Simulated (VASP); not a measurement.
# HgS: single point with BLYP

Crystal: HgS.

```
Hg S
1.0
     0.00000    3.06883    3.06883
     3.06883    0.00000    3.06883
     3.06883    3.06883    0.00000
Hg S
1 1
Direct
  0.00000 0.00000 0.00000
  0.75000 0.75000 0.75000
```

- Program: VASP 6.6.1
- Task: single point
- Functional: BLYP
- Potentials or basis: VASP PAW PBE potentials, release 64 (Hg, S)
- Cutoff: 500 eV
- k mesh: 8 × 8 × 8
- Occupations: gaussian, width 0.05 eV
- Spin: no spin polarisation
- Dipole correction: no
- Further INCAR settings: ALGO = Normal; EDIFF = 1e-06; NBANDS = 16

| Property | Result |
| --- | --- |
| Pressure | 0.3 GPa |
| Band gap on the k mesh | zero (filled and empty bands touch) |

Levels at points of the mesh, in eV from the Fermi level:
| k point | band 5 | band 6 | band 7 | band 8 | band 9 | band 10 | band 11 | band 12 | band 13 | band 14 |
| --- | --- | --- | --- | --- | --- | --- | --- | --- | --- | --- |
| (0.00, 0.00, 0.00) | -5.69 | -5.69 | -0.71 | -0.02 | -0.02 | -0.02 | 6.19 | 6.19 | 6.19 | 9.58 |
| (0.50, 0.00, 0.00) | -5.64 | -5.41 | -4.56 | -0.74 | -0.74 | 1.47 | 6.60 | 6.83 | 6.83 | 10.18 |
| (0.50, 0.50, 0.00) | -5.59 | -5.39 | -4.25 | -1.77 | -1.77 | 2.94 | 3.74 | 8.38 | 9.52 | 9.52 |

Wall time 30 s on 1 thread of Intel(R) Xeon(R) Platinum 8259CL CPU @ 2.50GHz (Skylake/Cascade Lake), with other jobs on the host, peak memory 0.18 GiB.

Caveat: the PAW data sets were made with another functional, which shifts forces and pressure a little; spin-orbit coupling is left out, which moves the levels of the heavy elements.
